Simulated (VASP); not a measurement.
**ZnO (rock salt type): single point with PBE**

The system is ZnO (rock salt type).

```
Zn O
1.0
     0.00000    2.14988    2.14988
     2.14988    0.00000    2.14988
     2.14988    2.14988    0.00000
Zn O
1 1
Direct
  0.00000 0.00000 0.00000
  0.50000 0.50000 0.50000
```

| Item | Value |
| --- | --- |
| Program | VASP 6.6.1 |
| Task | single point |
| Functional | PBE |
| Potentials or basis | VASP PAW PBE potentials, release 64 (Zn, O) |
| Cutoff | 520 eV |
| k mesh | 15 × 15 × 15 |
| Occupations | fermi-dirac, width 0.0612256 eV |
| Spin | no spin polarisation |

```json
{
  "Pressure": "4.7 GPa",
  "Band gap on the k mesh": "0.83 eV, indirect (least direct gap 2.13 eV)"
}
```

Levels at points of the mesh, in eV from the valence-band top:
```tsv
k point	band 6	band 7	band 8	band 9	band 10	band 11	band 12	band 13
(0.00, 0.00, 0.00)	-4.61	-1.30	-1.30	-1.30	0.83	17.91	17.91	17.91
```

Run time: 18 s on 1 thread of Intel(R) Xeon(R) Platinum 8375C CPU @ 2.90GHz (Ice Lake), with other jobs on the host, peak memory 0.16 GiB.

A k mesh can miss the band edges. PBE gaps usually lie below the measured ones, often by a third to a half.
